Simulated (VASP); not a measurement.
A run of VASP 6.6.1 is set up as follows.

File INCAR:

```
PREC = Accurate ; ENCUT = 520
EDIFF = 1E-6 ; ISMEAR = 0
SIGMA = 0.01 ; LREAL = F
LASPH = T ; NELM = 150
ALGO = Normal ; ISIF = 2
LWAVE = F ; LCHARG = F
MAGMOM = 0 0 0 0 0 0 0 0 0 0 0 0 ; LORBIT = 11
LSORBIT = T ; GGA_COMPAT = F
LORBMOM = T ; GGA = PS
NBANDS = 50
```

The input KPOINTS:

```
regular mesh
0
Gamma
  6 6 4
```

POSCAR

```
CdS
1.0
    3.9526658743      0.0000000000      0.0000000000
   -1.9763329372      3.4231090598      0.0000000000
    0.0000000000      0.0000000000      6.4575186572
Cd S
2 2
Direct
    0.3333333333      0.6666666667     -0.0000381470
    0.6666666667      0.3333333333      0.4999618530
    0.3333333333      0.6666666667      0.3750381470
    0.6666666667      0.3333333333      0.8750381470
```

Potentials or basis: VASP PAW PBE potentials, release 64 (Cd, S).

The run is started by

```console
$ cat potpaw_PBE.64/Cd/POTCAR potpaw_PBE.64/S/POTCAR > POTCAR
$ mpirun -np 1 vasp_ncl > vasp.out
```

(1) Predict the net moment.

(2) What does it give for the pressure?

Answers

(1) 0.00 μB per cell.

(2) 10.6 GPa.

Caveat: the PAW data sets were made with another functional, which shifts forces and pressure a little.
